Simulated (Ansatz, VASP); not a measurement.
**Two plane-wave programs on LiAuO4**

```
CELL_PARAMETERS angstrom
3.43418 0.00000 0.00000
0.00000 3.43418 0.00000
0.00000 0.00000 4.95910
ATOMIC_POSITIONS crystal
Li 0.50000 0.50000 0.50000
Au 0.00000 0.00000 0.00000
O 0.00000 0.50000 0.24161
O 0.50000 0.00000 0.75839
O 0.00000 0.50000 0.75839
O 0.50000 0.00000 0.24161
```

Alike in both runs: functional PBEsol; k mesh 10 × 10 × 8; occupations fermi-dirac, width 0.15 eV; no spin polarisation.

Ansatz relaxed the structure, and its values are those at the end. VASP's run is a single point on that final structure, the one shown.

|  | VASP | Ansatz |
| --- | --- | --- |
| version | VASP 6.6.1 | Ansatz 0.2.0 |
| potentials or method | VASP PAW PBE potentials, release 64 (Li_sv, Au, O), cutoff 520 eV | scalar-relativistic, plane waves, PAW |
| valence electrons in the cell | 38 | 46 |

|  | VASP | Ansatz | Ansatz less VASP |
| --- | --- | --- | --- |
| gap on the k mesh at the Fermi level (eV) | none | none | - |
| rms of the force components (eV/Å) | 0.027 | 0.000 | -0.0267 |

VASP's potentials were made for PBE, not for PBEsol. A gap of «none» marks a metal or a gap that the smearing closes. With one functional, cell and mesh, what is left measures potentials, basis and numerics. VASP's potentials hold 38 valence electrons a cell and Ansatz's 46, so a difference there can come from the potentials and not from the codes.

Neither program's run includes spin-orbit coupling. Noted on VASP's run: the cutoff is short for stress, so the pressure is rough.
